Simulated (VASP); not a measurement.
A run of VASP 6.6.1:

Contents of POSCAR:

```
AlN
1.0
    3.3340509224      0.0000000000      0.0000000000
   -1.6670254612      2.8873727963      0.0000000000
    0.0000000000      0.0000000000      4.2152960135
Al N
2 2
Direct
    0.6666666667      0.3333333333      0.2500000000
    0.3333333333      0.6666666667      0.7500000000
    0.6666666667      0.3333333333      0.7500000000
    0.3333333333      0.6666666667      0.2500000000
```

The input INCAR.step1:

```
PREC = Accurate
ENCUT = 520
ISMEAR = -1
SIGMA = 0.05
LREAL = F
LASPH = T
NELM = 80
NBANDS = 16
GGA = PE
ALGO = Normal
EDIFF = 1E-4
LWAVE = T
LCHARG = F
```

The input INCAR.step2:

```
PREC = Accurate
ENCUT = 520
EDIFF = 1E-6
ISMEAR = -1
SIGMA = 0.05
LREAL = F
LASPH = T
NELM = 80
ALGO = Normal
ISIF = 2
LWAVE = F
LCHARG = F
METAGGA = R2SCAN
LMIXTAU = T
NBANDS = 16
ISTART = 1
```

The input KPOINTS:

```
Automatic mesh
0
Gamma
  9 9 7
```

Potentials or basis: VASP PAW PBE potentials, release 64 (Al, N).

Run with:

```console
$ cat potpaw_PBE.64/Al/POTCAR potpaw_PBE.64/N/POTCAR > POTCAR
$ cp INCAR.step1 INCAR
$ mpirun -np 1 vasp_std > vasp.out
$ cp INCAR.step2 INCAR
$ mpirun -np 1 vasp_std > vasp.out
```

Hardware: 1 thread of Intel(R) Xeon(R) Platinum 8375C CPU @ 2.90GHz (Ice Lake), on a shared host.

Question: How long does it take, and how much memory?

Answer: Wall time 81 s on 1 thread of Intel(R) Xeon(R) Platinum 8375C CPU @ 2.90GHz (Ice Lake), on a shared host, peak memory 0.17 GiB. Counts: k points 48.
